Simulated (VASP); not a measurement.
# Rb5AlO4: single point with PBE

Rb5AlO4:

```
CELL_PARAMETERS angstrom
6.93732 0.00000 0.00000
0.00000 6.93732 0.00000
0.00000 0.00000 6.93732
ATOMIC_POSITIONS crystal
Rb 0.27161 0.27161 0.27161
Rb 0.72839 0.72839 0.27161
Rb 0.72839 0.27161 0.72839
Rb 0.27161 0.72839 0.72839
Rb 0.00000 0.00000 0.00000
Al 0.50000 0.50000 0.50000
O 0.65054 0.65054 0.65054
O 0.34946 0.34946 0.65054
O 0.34946 0.65054 0.34946
O 0.65054 0.34946 0.34946
```

The cell was built from a structure type or drawn by symmetry, and may not be a known phase.

* Program: VASP 6.6.1
* Task: single point
* Functional: PBE
* Potentials or basis: VASP PAW PBE potentials, release 64 (Rb_sv, Al, O)
* Cutoff: 520 eV
* k mesh: 4 × 4 × 4
* Occupations: gaussian, width 0.1 eV
* Spin: no spin polarisation

The pressure is 0.1 GPa. The largest force is 0.038 eV/Å and the band gap on the k mesh is 0.54 eV.

Forces in eV/Å, atoms in the order of the input:
```
Rb  -0.022 -0.022 -0.022
Rb   0.022  0.022 -0.022
Rb   0.022 -0.022  0.022
Rb  -0.022  0.022  0.022
Rb   0.000  0.000  0.000
Al   0.000  0.000  0.000
O    0.015  0.015  0.015
O   -0.015 -0.015  0.015
O   -0.015  0.015 -0.015
O    0.015 -0.015 -0.015
```

Levels at points of the mesh, in eV from the valence-band top:
```tsv
k point	band 33	band 34	band 35	band 36	band 37	band 38	band 39	band 40
(0.00, 0.00, 0.00)	-0.43	0.00	0.00	0.00	0.54	2.23	2.23	3.44
(0.50, 0.00, 0.00)	-0.42	-0.05	-0.05	-0.01	1.49	2.08	2.25	2.96
(0.50, 0.50, 0.00)	-0.39	-0.10	-0.05	-0.05	1.73	2.66	2.66	2.69
(0.50, 0.50, 0.50)	-0.63	-0.09	-0.09	-0.09	2.10	2.71	2.71	2.71
```

It took 6.3 min on 1 thread of Intel Xeon 8259CL (shared host), peak memory 0.48 GiB.

A k mesh can miss the band edges.
